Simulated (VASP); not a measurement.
Input of a VASP 6.6.1 run:

File INCAR:

```
SYSTEM = Si2W
PREC     = Accurate       ! precision mode
ENCUT    = 520            ! plane-wave cutoff, eV
EDIFF    = 1E-7           ! SCF threshold, eV
ISMEAR   = 0              ! smearing method
SIGMA    = 0.1            ! smearing width, eV
LREAL    = .False.        ! projectors in reciprocal space
LASPH    = .True.         ! aspherical terms in the spheres
NELM     = 100            ! most SCF steps
ALGO     = Normal         ! electronic algorithm
ISIF     = 2              ! what is computed and relaxed
LWAVE    = .False.        ! write WAVECAR
LCHARG   = .False.        ! write CHGCAR
GGA      = PS             ! functional
NBANDS   = 18             ! bands
```

Contents of KPOINTS:

```
Automatic mesh
0
Gamma
  18 18 18
  0 0 0
```

POSCAR

```
Si2W
1.0
   -1.6038272638      1.6038272638      3.9126150263
    1.6038272638     -1.6038272638      3.9126150263
    1.6038272638      1.6038272638     -3.9126150263
Si W
2 1
Direct
    0.3345995217      0.3345995217      0.0000000000
    0.6654004783      0.6654004783      0.0000000000
    0.0000000000      0.0000000000      0.0000000000
```

Potentials or basis: VASP PAW PBE potentials, release 64 (Si, W_sv).

Command:

```sh
$ cat potpaw_PBE.64/Si/POTCAR potpaw_PBE.64/W_sv/POTCAR > POTCAR
$ mpirun -np 1 vasp_std > vasp.out
```

Task: Estimate the pressure.

Result: -0.7 GPa.

Task: What does it give for the largest force?

Result: 0.006 eV/Å.

Forces on the atoms (eV/Å):
```
Si   0.000  0.000 -0.006
Si   0.000  0.000  0.006
W    0.000  0.000  0.000
```

Caveat: the PAW data sets were made with another functional, which shifts forces and pressure a little.
